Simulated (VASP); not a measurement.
Write the native input for VASP 6.6.1 that does the following.

```yaml
Task: relaxation of cell and atoms
Functional: PBE
Potentials_or_basis: VASP PAW PBE potentials, release 64 (Sc_sv, Ga_d, N)
Cutoff: 600 eV
k_mesh: 6 × 6 × 4
Occupations: gaussian, width 0.1 eV
Spin: collinear spin, ferromagnetic start
Starting_moments: "[0.0, 0.0, 0.0, 1.0, 1.0] μB"
Dipole_correction: no
Further_INCAR_settings: ALGO = Normal; EDIFF = 1e-06; IBRION = 2; EDIFFG = -0.04; NSW = 90; ISIF = 3
```

The structure of Sc2GaN2 lies in POSCAR:

```
Sc2GaN2
1.0
    5.1190534200      0.0000000000      0.0000000000
   -2.5595267100      4.4332303100      0.0000000000
    0.0000000000      0.0000000000      5.5125044200
Sc Ga N
2 1 2
Direct
    0.3333333300      0.6666666700      0.0000000000
    0.6666666700      0.3333333300      0.0000000000
    0.0000000000      0.0000000000      0.0000000000
    0.0000000000      0.0000000000      0.5929887300
    0.0000000000      0.0000000000      0.4070112700
```

The input as run:

INCAR

```
ALGO = Normal ; EDIFF = 1E-6
EDIFFG = -0.04 ; ENCUT = 600
GGA = PE ; IBRION = 2
ISIF = 3 ; ISMEAR = 0
ISPIN = 2 ; LASPH = T
LCHARG = F ; LMAXMIX = 4
LORBIT = 11 ; LREAL = F
LWAVE = F ; MAGMOM = 0 0 0 1 1
NELM = 150 ; NSW = 90
PREC = Accurate ; SIGMA = 0.1
```

KPOINTS

```
k-points
0
Gamma
  6 6 4
```

Potentials or basis: VASP PAW PBE potentials, release 64 (Sc_sv, Ga_d, N).

Launch:

```console
$ cat potpaw_PBE.64/Sc_sv/POTCAR potpaw_PBE.64/Ga_d/POTCAR potpaw_PBE.64/N/POTCAR > POTCAR
$ mpirun -np 1 vasp_std > vasp.out
```

Results of the run:

* Relaxed volume: 29.95 Å³/atom
* Relaxed cell: a = 4.993 Å, b = 4.993 Å, c = 6.937 Å, α = 90.00°, β = 90.00°, γ = 120.00°
* Space group after relaxing (to 0.05 Å): P6/mmm (No. 191)
* Energy gained by relaxing: -648.1 meV/atom
* Ionic steps: 18
* Pressure after relaxing: 0.1 GPa
* Largest force after relaxing: 0.025 eV/Å
* Net moment: 2.95 μB per cell
* Site moments: Sc +0.98; Ga +0.01; N +0.13 μB
* Valence electrons inside the program's atomic spheres: Sc 9.44; Ga 12.19; N 3.44

Caveat: the standard files for N, O and F lose accuracy on very short bonds; the volume moved by over 15 % at a fixed basis, so the end points are rough; this functional lacks dispersion, which binds the layers, so the pressure and a relaxed spacing across them are unreliable.

Wall time 32 min on 1 thread of Intel(R) Xeon(R) 6975P-C (Granite Rapids), on a shared host, peak memory 0.45 GiB.
